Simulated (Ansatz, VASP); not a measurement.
## HPt6: VASP beside Ansatz

```xyz
14
Lattice="5.6143 0.0000 0.0000 -2.8072 4.8622 0.0000 0.0000 0.0000 22.6193" Properties=species:S:1:pos:R:3 pbc="T T T"
Pt    1.4036    0.8104    4.0000
Pt    0.0000    3.2414    4.0000
Pt    4.2107    0.8104    4.0000
Pt    2.8072    3.2414    4.0000
Pt    0.0000    1.6207    6.3097
Pt   -1.4036    4.0518    6.3097
Pt    2.8072    1.6207    6.3097
Pt    1.4036    4.0518    6.3097
Pt    0.0000    0.0000    8.6193
Pt   -1.4036    2.4311    8.6193
Pt    2.8072    0.0000    8.6193
Pt    1.4036    2.4311    8.6193
H     0.0000    1.6836   10.6693
H     0.0000    3.1786   10.6693
```

Alike in both runs: task single point; functional PBE; k mesh 6 × 6 × 1; occupations gaussian, width 0.1 eV; no spin polarisation.

```csv
,VASP,Ansatz
version,VASP 6.6.1,Ansatz 0.2.0
potentials or method,"VASP PAW PBE potentials, release 64 (Pt, H), cutoff 520 eV","scalar-relativistic, plane waves, PAW"
valence electrons in the cell,122,218
```

```csv
,VASP,Ansatz,Ansatz less VASP
gap on the k mesh at the Fermi level (eV),none,none,-
rms of the force components (eV/Å),0.493,0.494,+0.0005
```

Atom by atom the forces differ by 0.008 eV/Å (rms over components). A gap of «none» marks a metal or a gap that the smearing closes. VASP's potentials hold 122 valence electrons a cell and Ansatz's 218, so a difference there can come from the potentials and not from the codes. Ansatz's warnings: xc potential rough in thin density.

Neither program's run includes spin-orbit coupling.
